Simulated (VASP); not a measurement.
A run of VASP 6.6.1 is set up as follows.

The input INCAR:

```
SYSTEM = Mg32O31
PREC = Accurate
ENCUT = 520
EDIFF = 1E-6
ISMEAR = 0
SIGMA = 0.05
LREAL = Auto
LASPH = .TRUE.
NELM = 80
ALGO = Normal
ISIF = 2
LWAVE = .FALSE.
LCHARG = .FALSE.
GGA = PE
IVDW = 12
NBANDS = 162
```

File KPOINTS:

```
Automatic mesh
0
G
  1 1 1
  0 0 0
```

Contents of POSCAR:

```
Mg32O31
1.0
    8.8224000000      0.0000000000      0.0000000000
    0.0000000000      8.8224000000      0.0000000000
    0.0000000000      0.0000000000      8.8224000000
Mg O
32 31
Direct
    0.5000055217      0.0000055217     -0.0000055217
    0.7500000000      0.2500000000     -0.0006322713
    0.7500000000      0.0022470380      0.2500000000
   -0.0000055217      0.0000055217     -0.0000055217
    0.2500000000      0.2500000000     -0.0022470380
    0.5000055217      0.4999944783     -0.0000055217
    0.7500000000      0.7500000000     -0.0022470380
    0.2500000000      0.0093864954      0.2500000000
    0.5022470380      0.2500000000      0.2500000000
    0.7500000000      0.4977529620      0.2500000000
    0.5000055217      0.0000055217      0.5000055217
    0.7500000000      0.2500000000      0.5006322713
    0.7500000000      0.0006322713      0.7500000000
   -0.0000055217      0.4999944783     -0.0000055217
    0.2500000000      0.7500000000     -0.0093864954
   -0.0022470380      0.2500000000      0.2500000000
    0.2500000000      0.4906135046      0.2500000000
    0.5093864954      0.7500000000      0.2500000000
   -0.0000055217      0.0000055217      0.5000055217
    0.2500000000      0.2500000000      0.5022470380
    0.5000055217      0.4999944783      0.5000055217
    0.7500000000      0.7500000000      0.5022470380
    0.2500000000      0.0022470380      0.7500000000
    0.5006322713      0.2500000000      0.7500000000
    0.7500000000      0.4993677287      0.7500000000
   -0.0093864954      0.7500000000      0.2500000000
   -0.0000055217      0.4999944783      0.5000055217
    0.2500000000      0.7500000000      0.5093864954
   -0.0006322713      0.2500000000      0.7500000000
    0.2500000000      0.4977529620      0.7500000000
    0.5022470380      0.7500000000      0.7500000000
   -0.0022470380      0.7500000000      0.7500000000
    0.7500000000      0.2500000000      0.2500000000
   -0.0005965507      0.4994034493      0.2500000000
   -0.0000573782      0.2500000000      0.5000573782
    0.2500000000      0.2500000000      0.2500000000
    0.5005965507      0.4994034493      0.2500000000
    0.7500000000      0.7500000000      0.2500000000
   -0.0005965507      0.0005965507      0.2500000000
    0.5000573782      0.2500000000      0.5000573782
    0.7500000000      0.4999426218      0.5000573782
    0.7500000000      0.2500000000      0.7500000000
   -0.0000573782      0.4999426218      0.7500000000
   -0.0000573782      0.2500000000     -0.0000573782
   -0.0005965507      0.7500000000      0.5005965507
    0.5005965507      0.0005965507      0.2500000000
    0.2500000000      0.4994034493      0.5005965507
    0.5005965507      0.7500000000      0.5005965507
    0.7500000000      0.0000573782      0.5000573782
    0.2500000000      0.2500000000      0.7500000000
    0.5000573782      0.4999426218      0.7500000000
    0.7500000000      0.7500000000      0.7500000000
   -0.0000573782      0.0000573782      0.7500000000
    0.5000573782      0.2500000000     -0.0000573782
    0.7500000000      0.4999426218     -0.0000573782
   -0.0005965507      0.7500000000     -0.0005965507
    0.2500000000      0.0005965507      0.5005965507
    0.2500000000      0.7500000000      0.7500000000
    0.5000573782      0.0000573782      0.7500000000
    0.2500000000      0.4994034493     -0.0005965507
    0.5005965507      0.7500000000     -0.0005965507
    0.7500000000      0.0000573782     -0.0000573782
    0.2500000000      0.0005965507     -0.0005965507
```

Potentials or basis: VASP PAW PBE potentials, release 64 (Mg, O).

Run with:

```bash
$ cat potpaw_PBE.64/Mg/POTCAR potpaw_PBE.64/O/POTCAR > POTCAR
$ mpirun -np 1 vasp_gam > vasp.out
```

Predict the dispersion energy per atom.

-0.255 eV.

Predict the largest force.

0.027 eV/Å.

What does it give for the band gap on the k mesh?

2.12 eV.

What does it give for the pressure?

-16.1 GPa.

Forces on the atoms (eV/Å):
```
Mg   0.013  0.013 -0.013
Mg   0.000  0.000 -0.011
Mg   0.000  0.017  0.000
Mg  -0.013  0.013 -0.013
Mg   0.000  0.000 -0.017
Mg   0.013 -0.013 -0.013
Mg   0.000  0.000 -0.017
Mg   0.000 -0.006  0.000
Mg   0.017  0.000  0.000
Mg   0.000 -0.017  0.000
Mg   0.013  0.013  0.013
Mg   0.000  0.000  0.011
Mg   0.000  0.011  0.000
Mg  -0.013 -0.013 -0.013
Mg   0.000  0.000  0.006
Mg  -0.017  0.000  0.000
Mg   0.000  0.006  0.000
Mg  -0.006  0.000  0.000
Mg  -0.013  0.013  0.013
Mg   0.000  0.000  0.017
Mg   0.013 -0.013  0.013
Mg   0.000  0.000  0.017
Mg   0.000  0.017  0.000
Mg   0.011  0.000  0.000
Mg   0.000 -0.011  0.000
Mg   0.006  0.000  0.000
Mg  -0.013 -0.013  0.013
Mg   0.000  0.000 -0.006
Mg  -0.011  0.000  0.000
Mg   0.000 -0.017  0.000
Mg   0.017  0.000  0.000
Mg  -0.017  0.000  0.000
O    0.000  0.000  0.000
O    0.019  0.019  0.000
O    0.016  0.000 -0.016
O    0.000  0.000  0.000
O   -0.019  0.019  0.000
O    0.000  0.000  0.000
O    0.019 -0.019  0.000
O   -0.016  0.000 -0.016
O    0.000  0.016 -0.016
O    0.000  0.000  0.000
O    0.016  0.016  0.000
O    0.016  0.000  0.016
O    0.019  0.000 -0.019
O   -0.019 -0.019  0.000
O    0.000  0.019 -0.019
O   -0.019  0.000 -0.019
O    0.000 -0.016 -0.016
O    0.000  0.000  0.000
O   -0.016  0.016  0.000
O    0.000  0.000  0.000
O    0.016 -0.016  0.000
O   -0.016  0.000  0.016
O    0.000  0.016  0.016
O    0.019  0.000  0.019
O    0.000 -0.019 -0.019
O    0.000  0.000  0.000
O   -0.016 -0.016  0.000
O    0.000  0.019  0.019
O   -0.019  0.000  0.019
O    0.000 -0.016  0.016
O    0.000 -0.019  0.019
```

Caveat: the k points lie up to 0.71 Å⁻¹ apart.
